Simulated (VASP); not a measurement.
## CoNi2SnS4: single point with r2SCAN

Crystal: CoNi2SnS4.

```
Sn Co S Ni
1.0
     0.00000    5.35465    0.00000
     5.35465    0.00000    0.00000
     2.67732    2.67732   -5.35356
Sn Co S Ni
1 1 4 2
Direct
  0.50000 0.50000 0.00000
  0.00000 0.00000 0.00000
  0.37530 0.37530 0.73360
  0.62470 0.10890 0.26640
  0.89110 0.89110 0.73360
  0.10890 0.62470 0.26640
  0.75000 0.25000 0.50000
  0.25000 0.75000 0.50000
```

```json
{"Program": "VASP 6.6.1", "Task": "single point", "Functional": "r2SCAN", "Potentials or basis": "VASP PAW PBE potentials, release 64 (Sn_d, Co, S, Ni)", "Cutoff": "520 eV", "k mesh": "4 × 4 × 4", "Occupations": "fermi-dirac, width 0.1167 eV", "Spin": "no spin polarisation", "Dipole correction": "no", "Further INCAR settings": "ALGO = Normal; EDIFF = 1e-07; NBANDS = 44"}
```

The pressure is -5.7 GPa. The largest force is 1.408 eV/Å.

Forces on the atoms (eV/Å):
```
Sn   0.000  0.000  0.000
Co   0.000  0.000  0.000
S   -0.968 -0.968  0.329
S   -0.968  0.968 -0.329
S    0.968  0.968  0.329
S    0.968 -0.968 -0.329
Ni   0.000  0.000  0.000
Ni   0.000  0.000  0.000
```

Levels at points of the mesh, in eV from the Fermi level:
| k point | band 30 | band 31 | band 32 | band 33 | band 34 | band 35 | band 36 | band 37 | band 38 | band 39 |
| --- | --- | --- | --- | --- | --- | --- | --- | --- | --- | --- |
| (0.00, 0.00, 0.00) | -0.85 | -0.66 | -0.66 | -0.49 | 0.86 | 0.97 | 0.97 | 1.02 | 2.70 | 4.02 |
| (0.50, 0.00, 0.00) | -0.71 | -0.57 | -0.33 | -0.24 | -0.17 | -0.04 | 0.37 | 2.03 | 3.58 | 3.93 |
| (0.50, 0.50, 0.00) | -0.82 | -0.43 | -0.03 | 0.05 | 0.14 | 0.33 | 0.58 | 1.14 | 3.44 | 3.83 |
| (0.00, 0.00, 0.50) | -0.87 | -0.37 | -0.16 | -0.16 | -0.02 | 0.00 | 0.00 | 2.04 | 2.71 | 2.71 |

It took 9.9 min on 1 thread of AMD EPYC 7R13 Processor (Zen 3) (shared host), peak memory 0.32 GiB.

Caveat: the PAW data sets were made with another functional, which shifts forces and pressure a little; spin-orbit coupling is left out, which moves the levels of the heavy elements; the run has no spin polarisation, though such a crystal can be magnetic. Spin polarisation is off, so any magnetic state and its effect on volume and gap are missing.
